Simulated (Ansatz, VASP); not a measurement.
**One calculation of YPtC2N2, two programs**

```
Y Pt C N
1.0
     3.59854   -0.01268    0.01234
    -1.74759    5.51947   -0.01637
    -0.07283   -3.04126    4.97351
Y Pt C N
1 1 2 2
Cartesian
  -0.0364 -1.5206 2.4868
  0.0000 0.0000 0.0000
  1.7698 0.8365 3.9599
  0.0083 1.6291 1.0095
  1.7642 -0.1858 3.3278
  0.0139 2.6514 1.6417
```

Alike in both runs: functional PBE; k mesh 6 × 4 × 4; occupations gaussian, width 0.1 eV; no spin polarisation.

Ansatz relaxed the structure, and its values are those at the end. VASP's run is a single point on that final structure, the one shown.

|  | VASP | Ansatz |
| --- | --- | --- |
| version | VASP 6.6.1 | Ansatz 0.2.0 |
| potentials or method | VASP PAW PBE potentials, release 64 (Y_sv, Pt, C, N), cutoff 520 eV | scalar-relativistic, plane waves, PAW |
| valence electrons in the cell | 39 | 47 |

Ansatz gave:

| Item | Value |
| --- | --- |
| gap on the k mesh at the Fermi level (eV) | none |
| pressure (GPa) | 0.1 |
| rms of the force components (eV/Å) | 0.010 |

**Question.** Estimate VASP's values.

**Answer.** gap on the k mesh at the Fermi level (eV): none; pressure (GPa): 0.2; rms of the force components (eV/Å): 0.132.

A gap of «none» marks a metal or a gap that the smearing closes. One of these differences is far larger than is usual between the two programs; its cause wasn't traced. With one functional, cell and mesh, what is left measures potentials, basis and numerics. VASP's potentials hold 39 valence electrons a cell and Ansatz's 47, so a difference there can come from the potentials and not from the codes.

Spin-orbit coupling is off throughout. Noted on VASP's run: the standard files for N, O and F lose accuracy on very short bonds.
